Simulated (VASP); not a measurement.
# MgS (P6_3mc) in VASP: a series of runs

The runs below take MgS through relaxation of cell and atoms, single point, with PBE, PBE+D3(BJ), PBE+D4, PBEsol+D3(BJ).

Everything below comes from runs of VASP 6.6.1. Logs are shortened: lines on timing, memory, paths and dates and some standing lists are left out, and cuts for length are marked.

**1. The cell of the first run**

Symmetry: P6_3mc, No. 186, hexagonal system. Conventional cell: a = 4.035 Å, b = 4.035 Å, c = 6.432 Å, α = 90.00°, β = 90.00°, γ = 120.00°. S (site symmetry 3m) has 4 Mg at 2.45 to 2.47 Å within 3.2 Å. Within 3.2 Å of Mg (site symmetry 3m) lie 4 S at 2.45 to 2.47 Å.

**2. Relaxation of cell and atoms, PBE**

The input, INCAR:

```
PREC = Accurate ; ENCUT = 600
EDIFF = 1E-6 ; ISMEAR = -1
SIGMA = 0.05 ; LREAL = False
LASPH = True ; NELM = 60
ALGO = Normal ; ISIF = 3
LWAVE = False ; LCHARG = False
GGA = PE ; IBRION = 2
NSW = 60 ; EDIFFG = -0.01
```

The input, KPOINTS:

```
regular mesh
0
Gamma
  8 8 4
```

The input, POSCAR:

```
MgS
1.0
    4.0346224068      0.0000000000      0.0000000000
   -2.0173112034      3.4940854990      0.0000000000
    0.0000000000      0.0000000000      6.4322941800
S Mg
2 2
Direct
    0.6666666667      0.3333333333      0.8792441500
    0.3333333333      0.6666666667      0.3792441500
    0.3333333333      0.6666666667      0.9957548500
    0.6666666667      0.3333333333      0.4957548500
```

Potentials or basis: VASP PAW PBE potentials, release 64 (S, Mg).

Command:

```sh
$ cat potpaw_PBE.64/S/POTCAR potpaw_PBE.64/Mg/POTCAR > POTCAR
$ mpirun -np 1 vasp_std > vasp.out
```

OUTCAR:

```text
PREC = Accurate
   ENCUT = 600
   EDIFF = 1E-6
   ISMEAR = -1
   LREAL = False
   LASPH = True
   NELM = 60
   ISIF = 3
   GGA = PE
   IBRION = 2
   NSW = 60
   EDIFFG = -0.01

 ion  position               nearest neighbor table
   1  0.667  0.333  0.879-   3 2.45   3 2.45   3 2.45   4 2.47
   2  0.333  0.667  0.379-   4 2.45   4 2.45   4 2.45   3 2.47
   3  0.333  0.667  0.996-   1 2.45   1 2.45   1 2.45   2 2.47
   4  0.667  0.333  0.496-   2 2.45   2 2.45   2 2.45   1 2.47

  LATTYP: Found a hexagonal cell.
 ALAT       =     4.0346224068
 C/A-ratio  =     1.5942741430

  Lattice vectors:

 A1 = (   4.0346224068,   0.0000000000,   0.0000000000)
 A2 = (  -2.0173112034,   3.4940854990,   0.0000000000)
 A3 = (   0.0000000000,   0.0000000000,   6.4322941800)

Analysis of symmetry for initial positions (statically):
=====================================================================
 Subroutine PRICEL returns:
 Original cell was already a primitive cell.

 Routine SETGRP: Setting up the symmetry group for a
 hexagonal supercell.

 Subroutine GETGRP returns: Found 12 space group operations
 (whereof  6 operations were pure point group operations)
 out of a pool of 24 trial point group operations.

The static configuration has the point symmetry C_3v.
 The point group associated with its full space group is C_6v.

Analysis of symmetry for dynamics (positions and initial velocities):
=====================================================================
 Subroutine PRICEL returns:
 Original cell was already a primitive cell.

 Routine SETGRP: Setting up the symmetry group for a
 hexagonal supercell.

 Subroutine GETGRP returns: Found 12 space group operations
 (whereof  6 operations were pure point group operations)
 out of a pool of 24 trial point group operations.

The dynamic configuration has the point symmetry C_3v.
 The point group associated with its full space group is C_6v.

 Subroutine INISYM returns: Found 12 space group operations
 (whereof  6 operations are pure point group operations),
 and found     1 'primitive' translations

----------------------------------------------------------------------------------------

                                     Primitive cell

  volume of cell :      90.6781

  direct lattice vectors                    reciprocal lattice vectors
     4.034622407  0.000000000  0.000000000     0.247854669  0.143098960  0.000000000
    -2.017311203  3.494085499  0.000000000     0.000000000  0.286197919  0.000000000
     0.000000000  0.000000000  6.432294180     0.000000000  0.000000000  0.155465526

  length of vectors
     4.034622407  4.034622407  6.432294180     0.286197919  0.286197919  0.155465526

  position of ions in fractional coordinates (direct lattice)
     0.666666667  0.333333333  0.879244150
     0.333333333  0.666666667  0.379244150
     0.333333333  0.666666667  0.995754850
     0.666666667  0.333333333  0.495754850

  ion indices of the primitive-cell ions
   primitive index   ion index
                 1           1
                 2           2
                 3           3
                 4           4

----------------------------------------------------------------------------------------

 KPOINTS: regular mesh

Automatic generation of k-mesh.
 Grid dimensions read from file:
 generate k-points for:    8    8    4

 Generating k-lattice:

  Cartesian coordinates                     Fractional coordinates (reciprocal lattice)
     0.030981834  0.017887370  0.000000000     0.125000000  0.000000000  0.000000000
     0.000000000  0.035774740  0.000000000     0.000000000  0.125000000  0.000000000
     0.000000000  0.000000000  0.038866382     0.000000000  0.000000000  0.250000000

  Length of vectors
     0.035774740  0.035774740  0.038866382

  Shift w.r.t. Gamma in fractional coordinates (k-lattice)
     0.000000000  0.000000000  0.000000000

 Subroutine IBZKPT returns following result:
 ===========================================

 Found     30 irreducible k-points:

 Following reciprocal coordinates:
            Coordinates               Weight
  0.000000  0.000000  0.000000      1.000000
  0.125000  0.000000  0.000000      6.000000
  0.250000  0.000000  0.000000      6.000000
  0.375000  0.000000  0.000000      6.000000
  0.500000  0.000000  0.000000      3.000000
  0.125000  0.125000  0.000000      6.000000
[... 16 lines left out ...]
  0.250000  0.000000  0.500000      6.000000
  0.375000  0.000000  0.500000      6.000000
 [... further k-points ...]
   k-points           NKPTS =     30   k-points in BZ     NKDIM =     30   number of bands    NBANDS=     12
   number of dos      NEDOS =    301   number of ions     NIONS =      4
   total plane-waves  NPLWV =  55296
   dimension x,y,z NGX =    32 NGY =   32 NGZ =   54
   dimension x,y,z NGXF=    64 NGYF=   64 NGZF=  108
   ions per type =               2   2
   NGX,Y,Z   is equivalent  to a cutoff of  13.19, 13.19, 13.96 a.u.
   NGXF,Y,Z  is equivalent  to a cutoff of  26.37, 26.37, 27.91 a.u.
 SYSTEM =  unknown system
   PREC   = accura    normal or accurate (medium, high low for compatibility)
   ISTART =      0    job   : 0-new  1-cont  2-samecut
   ICHARG =      2    charge: 1-file 2-atom 10-const
   ISPIN  =      1    spin polarized calculation?
   LNONCOLLINEAR =      F non collinear calculations
   LSORBIT =      F    spin-orbit coupling
   LASPH  =      T    aspherical Exc in radial PAW
   ENCUT  =  600.0 eV  44.10 Ry    6.64 a.u.   8.06  8.06 12.85*2*pi/ulx,y,z
   NELM   =     60;   NELMIN=  2; NELMDL= -5     # of ELM steps
   EDIFF  = 0.1E-05   stopping-criterion for ELM
   LREAL  =      F    real-space projection
   EDIFFG = -.1E-01   stopping-criterion for IOM
   NSW    =     60    number of steps for IOM
   IBRION =      2    ionic relax: 0-MD 1-quasi-New 2-CG
   NFREE  =      1    steps in history (QN), initial steepest desc. (CG)
   ISIF   =      3    stress and relaxation
   ISYM   =      2    0-nonsym 1-usesym 2-fastsym
   POTIM  = 0.5000    time-step for ionic-motion
   TEBEG  =    0.0;   TEEND  =   0.0 temperature during run
   PSTRESS=    0.0 pullay stress
   NELECT =      16.0000    total number of electrons
   NUPDOWN=      -1.0000    fix difference up-down
   EMIN   =  10.00;   EMAX   =-10.00  energy-range for DOS
   EFERMI =   0.00;   METHOD = LEGACY
   ISMEAR =    -1;   SIGMA  =   0.05  broadening in eV -4-tet -1-fermi 0-gaus
   EFERMI_NEDOS =   21; number of points for ismear=-14 and -15
   IALGO  =     38    algorithm
   IMIX   =      4    mixing-type and parameters
     AMIX     =   0.40;   BMIX     =  1.00
     AMIX_MAG =   1.60;   BMIX_MAG =  1.00
  volume/ion in A,a.u.               =      22.67       152.98
  Fermi-wavevector in a.u.,A,eV,Ry     =   0.918221  1.735187 11.471486  0.843130
  Thomas-Fermi vector in A             =   2.043279
   LORBIT       =      0    0 simple, 1 ext, 2 COOP (PROOUT), +10 PAW based schemes
   GGA     = PE    functional components
   LHFCALC =     F    Hartree Fock is set to
   AEXX    =    0.0000 exact exchange contribution
   IVDW    =     0    specifies the selected vdW correction
   LEPSILON=     F    determine dielectric tensor
   LRPA    =     F    only Hartree local field effects (RPA)
 conjugate gradient relaxation of ions
 non-spin polarized calculation
  energy-cutoff  :      600.00
  volume of cell :       90.68
 maximum number of plane-waves:      3054
   NGX = 17   NGY = 17   NGZ = 25

--------------------------------------- Ionic step        1  -------------------------------------------

 number of electron      15.9999998 magnetization

 Free energy of the ion-electron system (eV)
  ---------------------------------------------------
  ext. energy  EPLUGINS =         0.00000000
  ---------------------------------------------------
  free energy    TOTEN  =       -16.97646318 eV

  energy without entropy =      -16.97646318  energy(sigma->0) =      -16.97646318

------------------------ aborting loop because EDIFF is reached ----------------------------------------

  FORCE on cell =-STRESS in cart. coord.  units (eV):
  Direction    XX          YY          ZZ          XY          YZ          ZX
  --------------------------------------------------------------------------------------
  -------------------------------------------------------------------------------------
  Total        0.5782232      0.5782232      0.4363870      0.0000000      0.0000000      0.0000000
  in kB       10.2165384     10.2165384      7.7104569      0.0000000      0.0000000      0.0000000
  external PRESSURE =       9.3811779 kB  Pullay stress =       0.0000000 kB
[... 289 lines left out ...]
  energy  without entropy=      -16.9813748140  energy(sigma->0) =      -16.98137481

--------------------------------------- Ionic step        9  -------------------------------------------

 number of electron      15.9999999 magnetization

 Free energy of the ion-electron system (eV)
  ---------------------------------------------------
  ext. energy  EPLUGINS =         0.00000000
  ---------------------------------------------------
  free energy    TOTEN  =       -16.98143250 eV

  energy without entropy =      -16.98143250  energy(sigma->0) =      -16.98143250

 E-fermi :   2.0493     XC(G=0):  -8.3186

 val. band max:        1.0583481853   @ k =   0.0000   0.0000   0.0000
 cond. band min:       4.4406541870   @ k =   0.0000   0.0000   0.0000
 fundamental gap:      3.3823060016
 Fermi energy:         2.0493065949

 k-point     1 :       0.0000    0.0000    0.0000
  band No.  band energies     occupation
      1     -10.2615      2.00000
      2      -9.5655      2.00000
      3      -2.0848      2.00000
      4       0.5418      2.00000
      5       0.5418      2.00000
      6       0.9460      2.00000
      7       0.9460      2.00000
      8       1.0583      2.00000
      9       4.4407      0.00000
     10       5.7345      0.00000
     11       8.5583      0.00000
     12       8.5583      0.00000
[... 331 lines left out ...]
 k-point    24 :       0.3750    0.0000    0.5000
  band No.  band energies     occupation
      1      -9.5717      2.00000
      2      -9.5717      2.00000
      3      -1.7414      2.00000
      4      -1.7414      2.00000
      5       0.2276      2.00000
      6       0.2276      2.00000
      7       0.2909      2.00000
      8       0.2909      2.00000
      9       5.9098      0.00000
     10       5.9098      0.00000
     11       7.5490      0.00000
     12       7.5490      0.00000

 [... further k-points ...]

------------------------ aborting loop because EDIFF is reached ----------------------------------------

  FORCE on cell =-STRESS in cart. coord.  units (eV):
  Direction    XX          YY          ZZ          XY          YZ          ZX
  --------------------------------------------------------------------------------------
  -------------------------------------------------------------------------------------
  Total       -0.0083213     -0.0083213     -0.0154941      0.0000000      0.0000000      0.0000000
  in kB       -0.1445721     -0.1445721     -0.2691913      0.0000000      0.0000000      0.0000000
  external PRESSURE =      -0.1861118 kB  Pullay stress =       0.0000000 kB
[... 19 lines left out ...]
  FREE ENERGIE OF THE ION-ELECTRON SYSTEM (eV)
  ---------------------------------------------------
  free  energy   TOTEN  =       -16.9814325005 eV

  energy  without entropy=      -16.9814325005  energy(sigma->0) =      -16.98143250

 reached required accuracy - stopping structural energy minimisation
```

Run time: 3.9 min. Hardware: 1 thread of Intel Xeon 8259CL, shared host; peak memory 0.26 GiB.

Results:

| Item | Value |
| --- | --- |
| Free energy | -16.9814 eV |
| Relaxed volume | 23.05 Å³/atom |
| Relaxed cell | a = 4.051 Å, b = 4.051 Å, c = 6.488 Å, α = 90.00°, β = 90.00°, γ = 120.00° |
| Space group after relaxing (to 0.1 Å) | P6_3mc (No. 186) |
| Energy gained by relaxing | 1.2 meV/atom |
| Ionic steps | 9 |
| Pressure after relaxing | 0.0 GPa |
| Band gap on the k mesh | 3.38 eV |

The path:
```
step  energy change (eV)  largest force (eV/Å)  pressure (GPa)  volume (Å³)
   1              0.0000                0.0486            0.94        90.68
   2             -0.0044                0.0171           -0.17        92.43
   3             -0.0046                0.0214           -0.02        92.18
   4             -0.0046                0.0220            0.01        92.15
   5             -0.0047                0.0168            0.01        92.14
   6             -0.0049                0.0013            0.03        92.13
   7             -0.0048                0.0313            0.06        92.11
   8             -0.0049                0.0093            0.04        92.12
   9             -0.0050                0.0010           -0.02        92.22
```

Final structure:
```yaml
crystal:
  lattice:
    - [4.05112, 0.00000, 0.00000]
    - [-2.02556, 3.50838, 0.00000]
    - [0.00000, 0.00000, 6.48836]
  atoms:
    - { symbol: S, position: [0.66667, 0.33333, 0.87793] }
    - { symbol: S, position: [0.33333, 0.66667, 0.37793] }
    - { symbol: Mg, position: [0.33333, 0.66667, 0.99707] }
    - { symbol: Mg, position: [0.66667, 0.33333, 0.49707] }
```

Levels at points of the mesh, in eV from the valence-band top:
```csv
k point,band 5,band 6,band 7,band 8,band 9,band 10,band 11,band 12
"(0.00, 0.00, 0.00)",-0.52,-0.11,-0.11,0.00,3.38,4.68,7.50,7.50
"(0.50, 0.00, 0.00)",-1.82,-1.17,-0.89,-0.43,4.76,5.21,5.76,7.50
"(0.00, 0.00, 0.50)",-0.32,-0.32,-0.32,-0.32,4.87,4.87,7.56,7.56
"(0.50, 0.00, 0.50)",-0.83,-0.83,-0.78,-0.78,4.65,4.65,6.29,6.29
```

**3. Relaxation of cell and atoms, PBE+D3(BJ)**

The input, INCAR:

```
SYSTEM = MgS
PREC     = Accurate       ! precision mode
ENCUT    = 600            ! plane-wave cutoff, eV
EDIFF    = 1E-6           ! SCF threshold, eV
ISMEAR   = -1             ! smearing method
SIGMA    = 0.05           ! smearing width, eV
LREAL    = .False.        ! projectors in reciprocal space
LASPH    = .True.         ! aspherical terms in the spheres
NELM     = 80             ! most SCF steps
ALGO     = Normal         ! electronic algorithm
ISIF     = 3              ! what is computed and relaxed
LWAVE    = .False.        ! write WAVECAR
LCHARG   = .False.        ! write CHGCAR
GGA      = PE             ! functional
IVDW     = 12             ! dispersion correction
IBRION   = 2              ! ionic algorithm
NSW      = 60             ! ionic steps
EDIFFG   = -0.01          ! ionic threshold
```

The input, KPOINTS:

```
Automatic mesh
0
Gamma
  8 8 4
  0 0 0
```

POSCAR is that of step 2.

Potentials or basis: VASP PAW PBE potentials, release 64 (S, Mg).

Command:

```sh
$ cat potpaw_PBE.64/S/POTCAR potpaw_PBE.64/Mg/POTCAR > POTCAR
$ mpirun -np 1 vasp_std > vasp.out
```

It took 2 min on 1 thread of Intel Xeon 8259CL, shared host; peak memory 0.26 GiB.

It converged, with:

| Item | Value |
| --- | --- |
| Free energy | -18.0652 eV |
| Relaxed volume | 22.20 Å³/atom |
| Relaxed cell | a = 4.008 Å, b = 4.008 Å, c = 6.383 Å, α = 90.00°, β = 90.00°, γ = 120.00° |
| Space group after relaxing (to 0.1 Å) | P6_3mc (No. 186) |
| Energy gained by relaxing | 1.9 meV/atom |
| Ionic steps | 4 |
| Pressure after relaxing | 0.0 GPa |
| Largest force after relaxing | 0.009 eV/Å |
| Band gap on the k mesh | 3.54 eV |
| Dispersion energy per atom | -0.277 eV |

Forces in eV/Å, atoms in the order of the input:
```
S    0.000  0.000 -0.009
S    0.000  0.000 -0.009
Mg   0.000  0.000  0.009
Mg   0.000  0.000  0.009
```

Stress tensor (GPa, compression positive):
```
-0.01  0.00  0.00
 0.00 -0.01  0.00
 0.00  0.00  0.07
```

The path:
```
step  energy change (eV)  largest force (eV/Å)  pressure (GPa)  volume (Å³)
   1              0.0000                0.0505           -1.20        90.68
   2             -0.0072                0.0103            0.24        88.47
   3             -0.0074                0.0169            0.01        88.80
   4             -0.0074                0.0093            0.01        88.82
```

Final structure:
```yaml
crystal:
  lattice:
    - [4.00831, 0.00000, 0.00000]
    - [-2.00416, 3.47130, 0.00000]
    - [0.00000, 0.00000, 6.38324]
  atoms:
    - { symbol: S, position: [0.66667, 0.33333, 0.87880] }
    - { symbol: S, position: [0.33333, 0.66667, 0.37880] }
    - { symbol: Mg, position: [0.33333, 0.66667, 0.99620] }
    - { symbol: Mg, position: [0.66667, 0.33333, 0.49620] }
```

Levels at points of the mesh, in eV from the valence-band top:
| k point | band 5 | band 6 | band 7 | band 8 | band 9 | band 10 | band 11 | band 12 |
| --- | --- | --- | --- | --- | --- | --- | --- | --- |
| (0.00, 0.00, 0.00) | -0.59 | -0.16 | -0.16 | 0.00 | 3.54 | 4.74 | 7.52 | 7.52 |
| (0.50, 0.00, 0.00) | -1.93 | -1.27 | -0.96 | -0.47 | 4.73 | 5.23 | 5.87 | 7.51 |
| (0.00, 0.00, 0.50) | -0.38 | -0.38 | -0.38 | -0.38 | 5.00 | 5.00 | 7.66 | 7.66 |
| (0.50, 0.00, 0.50) | -0.91 | -0.91 | -0.82 | -0.82 | 4.67 | 4.67 | 6.33 | 6.33 |

(Part 1 of 2 ends here.)
